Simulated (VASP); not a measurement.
# In (Im-3m) in VASP: notebook

Runs on In. Level: LDA. Tasks: relaxation of cell and atoms.

Everything below comes from runs of VASP 6.6.1. Logs are shortened: lines on timing, memory, paths and dates and some standing lists are left out, and cuts for length are marked.

## Step 1: The cell of the first run

Symmetry: Im-3m, No. 229, cubic system. The conventional cell has a = 3.108 Å, b = 3.108 Å, c = 3.108 Å, α = 90.00°, β = 90.00°, γ = 90.00°. Within 3.5 Å of In (site symmetry m-3m) lie 14 In at 2.69 to 3.11 Å.

## Step 2: Relaxation of cell and atoms, LDA, target pressure 90 GPa, at which the enthalpy is minimised

Input file INCAR:

```
SYSTEM = In
PREC = Accurate
ENCUT = 600
EDIFF = 1E-7
ISMEAR = -1
SIGMA = 0.1
LREAL = .False.
LASPH = .True.
NELM = 100
ALGO = Normal
ISIF = 3
LWAVE = .False.
LCHARG = .False.
IBRION = 2
NSW = 32
EDIFFG = -0.005
PSTRESS = 900.0
```

Input file KPOINTS:

```
regular mesh
0
Gamma
  17 17 17
  0 0 0
```

Input file POSCAR:

```
In
1.0
   -1.5539845609      1.5539845609      1.5539845609
    1.5539845609     -1.5539845609      1.5539845609
    1.5539845609      1.5539845609     -1.5539845609
In
1
Direct
    0.0000000000      0.0000000000      0.0000000000
```

Potentials or basis: VASP PAW LDA potentials, release 64 (In_d).

On the command line:

```sh
$ cat potpaw_LDA.64/In_d/POTCAR > POTCAR
$ mpirun -np 1 vasp_std > vasp.out
```

OUTCAR:

```text
SYSTEM = In
   PREC = Accurate
   ENCUT = 600
   EDIFF = 1E-7
   ISMEAR = -1
   LREAL = .False.
   LASPH = .True.
   NELM = 100
   ISIF = 3
   IBRION = 2
   NSW = 32
   EDIFFG = -0.005
   PSTRESS = 900.0

 ion  position               nearest neighbor table
   1  0.000  0.000  0.000-

  LATTYP: Found a body centered cubic cell.
 ALAT       =     3.1079691218

  Lattice vectors:

 A1 = (  -1.5539845609,   1.5539845609,   1.5539845609)
 A2 = (   1.5539845609,  -1.5539845609,   1.5539845609)
 A3 = (   1.5539845609,   1.5539845609,  -1.5539845609)

Analysis of symmetry for initial positions (statically):
=====================================================================
 Subroutine PRICEL returns:
 Original cell was already a primitive cell.

 Routine SETGRP: Setting up the symmetry group for a
 body centered cubic supercell.

 Subroutine GETGRP returns: Found 48 space group operations
 (whereof 48 operations were pure point group operations)
 out of a pool of 48 trial point group operations.

The static configuration has the point symmetry O_h .

Analysis of symmetry for dynamics (positions and initial velocities):
=====================================================================
 Subroutine PRICEL returns:
 Original cell was already a primitive cell.

 Routine SETGRP: Setting up the symmetry group for a
 body centered cubic supercell.

 Subroutine GETGRP returns: Found 48 space group operations
 (whereof 48 operations were pure point group operations)
 out of a pool of 48 trial point group operations.

The dynamic configuration has the point symmetry O_h .

 Subroutine INISYM returns: Found 48 space group operations
 (whereof 48 operations are pure point group operations),
 and found     1 'primitive' translations

----------------------------------------------------------------------------------------

                                     Primitive cell

  volume of cell :      15.0107

  direct lattice vectors                    reciprocal lattice vectors
    -1.553984561  1.553984561  1.553984561     0.000000000  0.321753518  0.321753518
     1.553984561 -1.553984561  1.553984561     0.321753518  0.000000000  0.321753518
     1.553984561  1.553984561 -1.553984561     0.321753518  0.321753518  0.000000000

  length of vectors
     2.691580214  2.691580214  2.691580214     0.455028189  0.455028189  0.455028189

  position of ions in fractional coordinates (direct lattice)
     0.000000000  0.000000000  0.000000000

  ion indices of the primitive-cell ions
   primitive index   ion index
                 1           1

----------------------------------------------------------------------------------------

 KPOINTS: regular mesh

Automatic generation of k-mesh.
 Grid dimensions read from file:
 generate k-points for:   17   17   17

 Generating k-lattice:

  Cartesian coordinates                     Fractional coordinates (reciprocal lattice)
     0.000000000  0.018926678  0.018926678     0.058823529  0.000000000  0.000000000
     0.018926678  0.000000000  0.018926678     0.000000000  0.058823529  0.000000000
     0.018926678  0.018926678  0.000000000     0.000000000  0.000000000  0.058823529

  Length of vectors
     0.026766364  0.026766364  0.026766364

  Shift w.r.t. Gamma in fractional coordinates (k-lattice)
     0.000000000  0.000000000  0.000000000

 Subroutine IBZKPT returns following result:
 ===========================================

 Found    165 irreducible k-points:

 Following reciprocal coordinates:
            Coordinates               Weight
  0.000000  0.000000  0.000000      1.000000
  0.058824  0.000000  0.000000     12.000000
  0.117647  0.000000  0.000000     12.000000
  0.176471  0.000000  0.000000     12.000000
  0.235294  0.000000  0.000000     12.000000
  0.294118  0.000000  0.000000     12.000000
[... 16 lines left out ...]
  0.411765  0.117647  0.000000     48.000000
  0.176471  0.176471  0.000000     24.000000
 [... further k-points ...]
   k-points           NKPTS =    165   k-points in BZ     NKDIM =    165   number of bands    NBANDS=     10
   number of dos      NEDOS =    301   number of ions     NIONS =      1
   total plane-waves  NPLWV =  13824
   dimension x,y,z NGX =    24 NGY =   24 NGZ =   24
   dimension x,y,z NGXF=    48 NGYF=   48 NGZF=   48
   ions per type =               1
   NGX,Y,Z   is equivalent  to a cutoff of  14.82, 14.82, 14.82 a.u.
   NGXF,Y,Z  is equivalent  to a cutoff of  29.65, 29.65, 29.65 a.u.
 SYSTEM =  In
   PREC   = accura    normal or accurate (medium, high low for compatibility)
   ISTART =      0    job   : 0-new  1-cont  2-samecut
   ICHARG =      2    charge: 1-file 2-atom 10-const
   ISPIN  =      1    spin polarized calculation?
   LNONCOLLINEAR =      F non collinear calculations
   LSORBIT =      F    spin-orbit coupling
   LASPH  =      T    aspherical Exc in radial PAW
   ENCUT  =  600.0 eV  44.10 Ry    6.64 a.u.   5.38  5.38  5.38*2*pi/ulx,y,z
   NELM   =    100;   NELMIN=  2; NELMDL= -5     # of ELM steps
   EDIFF  = 0.1E-06   stopping-criterion for ELM
   LREAL  =      F    real-space projection
   EDIFFG = -.5E-02   stopping-criterion for IOM
   NSW    =     32    number of steps for IOM
   IBRION =      2    ionic relax: 0-MD 1-quasi-New 2-CG
   NFREE  =      1    steps in history (QN), initial steepest desc. (CG)
   ISIF   =      3    stress and relaxation
   ISYM   =      2    0-nonsym 1-usesym 2-fastsym
   POTIM  = 0.5000    time-step for ionic-motion
   TEBEG  =    0.0;   TEEND  =   0.0 temperature during run
   PSTRESS=  900.0 pullay stress
   NELECT =      13.0000    total number of electrons
   NUPDOWN=      -1.0000    fix difference up-down
   EMIN   =  10.00;   EMAX   =-10.00  energy-range for DOS
   EFERMI =   0.00;   METHOD = LEGACY
   ISMEAR =    -1;   SIGMA  =   0.10  broadening in eV -4-tet -1-fermi 0-gaus
   EFERMI_NEDOS =   21; number of points for ismear=-14 and -15
   IALGO  =     38    algorithm
   IMIX   =      4    mixing-type and parameters
     AMIX     =   0.40;   BMIX     =  1.00
     AMIX_MAG =   1.60;   BMIX_MAG =  1.00
  volume/ion in A,a.u.               =      15.01       101.30
  Fermi-wavevector in a.u.,A,eV,Ry     =   1.560472  2.948864 33.131168  2.435072
  Thomas-Fermi vector in A             =   2.663679
   LORBIT       =      0    0 simple, 1 ext, 2 COOP (PROOUT), +10 PAW based schemes
   GGA     = CA    functional components
   LHFCALC =     F    Hartree Fock is set to
   AEXX    =    0.0000 exact exchange contribution
   IVDW    =     0    specifies the selected vdW correction
   LEPSILON=     F    determine dielectric tensor
   LRPA    =     F    only Hartree local field effects (RPA)
 conjugate gradient relaxation of ions
 non-spin polarized calculation
  energy-cutoff  :      600.00
  volume of cell :       15.01
 maximum number of plane-waves:       531
 NGX is ok and might be reduce to    24
   NGX = 11   NGY = 11   NGZ = 11

--------------------------------------- Ionic step        1  -------------------------------------------

 number of electron      12.9999999 magnetization

 Free energy of the ion-electron system (eV)
  ---------------------------------------------------
  ext. energy  EPLUGINS =         0.00000000
  ---------------------------------------------------
  free energy    TOTEN  =        -1.51796206 eV

  energy without entropy =       -1.50474729  energy(sigma->0) =       -1.51135467

------------------------ aborting loop because EDIFF is reached ----------------------------------------

  FORCE on cell =-STRESS in cart. coord.  units (eV):
  Direction    XX          YY          ZZ          XY          YZ          ZX
  --------------------------------------------------------------------------------------
  -------------------------------------------------------------------------------------
  Total        8.5266197      8.5266197      8.5266197     -0.0000000      0.0000000     -0.0000000
  in kB      910.0963805    910.0963805    910.0963805     -0.0000000      0.0000000     -0.0000000
  external PRESSURE =      10.0963805 kB  Pullay stress =     900.0000000 kB
[... 59 lines left out ...]
  enthalpy is  TOTEN    =         6.9162592536 eV   P V=        8.5479907181

--------------------------------------- Ionic step        3  -------------------------------------------

 number of electron      13.0000000 magnetization

 Free energy of the ion-electron system (eV)
  ---------------------------------------------------
  ext. energy  EPLUGINS =         0.00000000
  ---------------------------------------------------
  free energy    TOTEN  =        -1.53970210 eV

  energy without entropy =       -1.52647707  energy(sigma->0) =       -1.53308959

 E-fermi :  16.0395     XC(G=0): -13.4531

 val. band max:       16.0296238310   @ k =  -0.4118  -0.4706   0.2941
 cond. band min:      16.0765573349   @ k =  -0.2941  -0.4706   0.0588
 fundamental gap:      0.0469335039
 Fermi energy:        16.0395014895

 k-point     1 :       0.0000    0.0000    0.0000
  band No.  band energies     occupation
      1      -0.4058      2.00000
      2      -0.4058      2.00000
      3      -0.4058      2.00000
      4       0.6120      2.00000
      5       0.6120      2.00000
      6       1.1335      2.00000
      7      29.7697      0.00000
      8      29.7697      0.00000
      9      29.7697      0.00000
     10      34.5056      0.00000
[... 287 lines left out ...]
 k-point    24 :       0.1765    0.1765    0.0000
  band No.  band energies     occupation
      1      -0.6922      2.00000
      2      -0.4544      2.00000
      3       0.3438      2.00000
      4       0.4086      2.00000
      5       0.6709      2.00000
      6       4.8291      2.00000
      7      21.3989      0.00000
      8      21.7284      0.00000
      9      26.4264      0.00000
     10      30.7281      0.00000

 [... further k-points ...]

------------------------ aborting loop because EDIFF is reached ----------------------------------------

  FORCE on cell =-STRESS in cart. coord.  units (eV):
  Direction    XX          YY          ZZ          XY          YZ          ZX
  --------------------------------------------------------------------------------------
  -------------------------------------------------------------------------------------
  Total        8.4552241      8.4552241      8.4552241     -0.0000000     -0.0000000      0.0000000
  in kB      900.1689038    900.1689038    900.1689038     -0.0000000     -0.0000000      0.0000000
  external PRESSURE =       0.1689038 kB  Pullay stress =     900.0000000 kB
[... 16 lines left out ...]
  FREE ENERGIE OF THE ION-ELECTRON SYSTEM (eV)
  ---------------------------------------------------
  free  energy   TOTEN  =        -1.5397021005 eV

  energy  without entropy=       -1.5264770737  energy(sigma->0) =       -1.53308959

  enthalpy is  TOTEN    =         6.9139355080 eV   P V=        8.4536376085

 reached required accuracy - stopping structural energy minimisation
```

Run time: 2.9 min. Hardware: 1 thread of AMD EPYC 7R13, shared host; peak memory 0.13 GiB.

What came out:

| Item | Value |
| --- | --- |
| Free energy | -1.5397 eV |
| Relaxed volume | 15.05 Å³/atom |
| Relaxed cell | a = 2.694 Å, b = 2.694 Å, c = 2.694 Å, α = 109.47°, β = 109.47°, γ = 109.47° |
| Space group after relaxing (to 0.05 Å) | Im-3m (No. 229) |
| Energy change on relaxing (the enthalpy is what falls) | -21.7 meV/atom |
| Ionic steps | 3 |
| Pressure after relaxing | 90.0 GPa |

Step by step:
| step | energy change (eV) | largest force (eV/Å) | pressure (GPa) | volume (Å³) |
| --- | --- | --- | --- | --- |
| 1 | 0.0000 | 0.0000 | 91.01 | 15.01 |
| 2 | -0.1138 | 0.0000 | 85.60 | 15.22 |
| 3 | -0.0217 | 0.0000 | 90.02 | 15.05 |

Final structure:
```
In
1.0
    -1.55531    1.55531    1.55531
     1.55531   -1.55531    1.55531
     1.55531    1.55531   -1.55531
In
1
Direct
  0.00000 0.00000 0.00000
```

Caveat: the cell is relaxed towards a set pressure, so the enthalpy falls and the energy may rise; spin-orbit coupling is left out, which moves the levels of the heavy elements.

## Step 3: Relaxation of cell and atoms, LDA

This run uses another cell than the first one, of 24.61 Å³/atom, 1.640 times its volume.

Input file INCAR:

```
PREC = Accurate
ENCUT = 600
EDIFF = 1E-6
ISMEAR = -1
SIGMA = 0.1
LREAL = F
LASPH = T
NELM = 60
ALGO = Normal
ISIF = 3
LWAVE = F
LCHARG = F
GGA = CA
IBRION = 2
NSW = 60
EDIFFG = -0.005
```

Input file KPOINTS:

```
regular mesh
0
Gamma
  17 17 17
```

Input file POSCAR:

```
In
1.0
   -1.8324862937      1.8324862937      1.8324862937
    1.8324862937     -1.8324862937      1.8324862937
    1.8324862937      1.8324862937     -1.8324862937
In
1
Direct
    0.0000000000      0.0000000000      0.0000000000
```

Potentials or basis: VASP PAW LDA potentials, release 64 (In_d).

On the command line:

```sh
$ cat potpaw_LDA.64/In_d/POTCAR > POTCAR
$ mpirun -np 1 vasp_std > vasp.out
```

Run time: 32 s. Hardware: 1 thread of Intel Xeon 6975P-C (Granite Rapids), shared host; peak memory 0.19 GiB.

The run converged. Its results:

* Free energy: -3.2097 eV
* Relaxed volume: 24.90 Å³/atom
* Relaxed cell: a = 3.186 Å, b = 3.186 Å, c = 3.186 Å, α = 109.47°, β = 109.47°, γ = 109.47°
* Space group after relaxing (to 0.05 Å): Im-3m (No. 229)
* Energy gained by relaxing: 0.5 meV/atom
* Ionic steps: 3
* Pressure after relaxing: 0.0 GPa

The path:
```csv
step,energy change (eV),largest force (eV/Å),pressure (GPa),volume (Å³)
1,0.0000,0.0000,0.57,24.61
2,-0.0005,0.0000,-0.05,24.93
3,-0.0005,0.0000,0.01,24.90
```

Final structure:
```xyz
1
Lattice="-1.8396 1.8396 1.8396 1.8396 -1.8396 1.8396 1.8396 1.8396 -1.8396" Properties=species:S:1:pos:R:3 pbc="T T T"
In    0.0000    0.0000    0.0000
```

Levels at points of the mesh, in eV from the Fermi level:
```csv
k point,band 2,band 3,band 4,band 5,band 6,band 7,band 8,band 9,band 10
"(0.00, 0.00, 0.00)",-14.67,-14.67,-14.35,-14.35,-9.92,11.50,11.50,11.50,13.23
```

Caveat: spin-orbit coupling is left out, which moves the levels of the heavy elements.
